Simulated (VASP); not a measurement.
Input of a VASP 6.6.1 run:

The input INCAR:

```
SYSTEM = CsSrF3
PREC     = Accurate       ! precision mode
ENCUT    = 520            ! plane-wave cutoff, eV
EDIFF    = 1E-6           ! SCF threshold, eV
ISMEAR   = 0              ! smearing method
SIGMA    = 0.01           ! smearing width, eV
LREAL    = .False.        ! projectors in reciprocal space
LASPH    = .True.         ! aspherical terms in the spheres
NELM     = 80             ! most SCF steps
ALGO     = Normal         ! electronic algorithm
ISIF     = 2              ! what is computed and relaxed
LWAVE    = .False.        ! write WAVECAR
LCHARG   = .True.         ! write CHGCAR
GGA      = CA             ! functional
LELF     = .True.         ! ELF
LVHAR    = .True.       
NBANDS   = 28             ! bands
```

Contents of KPOINTS:

```
regular mesh
0
Gamma
  4 4 4
  0 0 0
```

POSCAR

```
CsSrF3
1.0
    4.5988644148      0.0000000000      0.0000000000
    0.0000000000      4.5988644148      0.0000000000
    0.0000000000      0.0000000000      4.5988644148
Cs Sr F
1 1 3
Direct
    0.0000000000      0.0000000000      0.0000000000
    0.5000000000      0.5000000000      0.5000000000
    0.0000000000      0.5000000000      0.5000000000
    0.5000000000      0.0000000000      0.5000000000
    0.5000000000      0.5000000000      0.0000000000
```

Potentials or basis: VASP PAW LDA potentials, release 64 (Cs_sv, Sr_sv, F).

Run with:

```bash
$ cat potpaw_LDA.64/Cs_sv/POTCAR potpaw_LDA.64/Sr_sv/POTCAR potpaw_LDA.64/F/POTCAR > POTCAR
$ mpirun -np 1 vasp_std > vasp.out
```

Task: Predict the band gap on the k mesh.

Result: 6.39 eV, direct.

Task: Estimate the pressure.

Result: 2.3 GPa.

Caveat: spin-orbit coupling is left out, which moves the levels of the heavy elements. Expect the measured gap to be larger: semilocal functionals such as LDA lack the derivative discontinuity.
